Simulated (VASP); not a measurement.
Wanted: the native input for a VASP 6.6.1 run.

```yaml
Task: single point
Functional: r2SCAN
Potentials_or_basis: VASP PAW PBE potentials, release 64 (Ti_sv)
Cutoff: 520 eV
k_mesh: 22 × 22 × 22
Occupations: gaussian, width 0.15 eV
Spin: no spin polarisation
Dipole_correction: no
Further_INCAR_settings: ALGO = Normal; EDIFF = 1e-06; NBANDS = 12
```

Ti:

```
CELL_PARAMETERS angstrom
-1.58968 1.58968 1.74865
1.58968 -1.58968 1.74865
1.58968 1.58968 -1.74865
ATOMIC_POSITIONS crystal
Ti 0.00000 0.00000 0.00000
```

This cell differs from its parent crystal: ratio of the length along z to the lengths across it x 1.1, volume and fractional coordinates fixed.

The input as run:

POSCAR

```
Ti
1.0
   -1.5896847914      1.5896847914      1.7486532705
    1.5896847914     -1.5896847914      1.7486532705
    1.5896847914      1.5896847914     -1.7486532705
Ti
1
Direct
    0.0000000000      0.0000000000      0.0000000000
```

INCAR.step1

```
PREC = Accurate
ENCUT = 520
ISMEAR = 0
SIGMA = 0.15
LREAL = F
LASPH = T
NELM = 60
NBANDS = 12
GGA = PE
ALGO = Normal
EDIFF = 1E-4
LWAVE = T
LCHARG = F
```

INCAR.step2

```
PREC = Accurate
ENCUT = 520
EDIFF = 1E-6
ISMEAR = 0
SIGMA = 0.15
LREAL = F
LASPH = T
NELM = 60
ALGO = Normal
ISIF = 2
LWAVE = F
LCHARG = T
METAGGA = R2SCAN
LMIXTAU = T
LELF = T
LVHAR = T
NBANDS = 12
ISTART = 1
```

KPOINTS

```
Automatic mesh
0
Gamma
  22 22 22
```

Potentials or basis: VASP PAW PBE potentials, release 64 (Ti_sv).

The run is started by

```bash
$ cat potpaw_PBE.64/Ti_sv/POTCAR > POTCAR
$ cp INCAR.step1 INCAR
$ mpirun -np 1 vasp_std > vasp.out
$ cp INCAR.step2 INCAR
$ mpirun -np 1 vasp_std > vasp.out
```

It gave:

```
Pressure               : -2.3 GPa
Band gap on the k mesh : zero (bands 6 and 7 overlap by 1.73 eV)
```

Caveat: the PAW data sets were made with another functional, which shifts forces and pressure a little.

It took 3.4 min on 1 thread of Intel(R) Xeon(R) 6975P-C (Granite Rapids), on a shared host, peak memory 0.28 GiB.
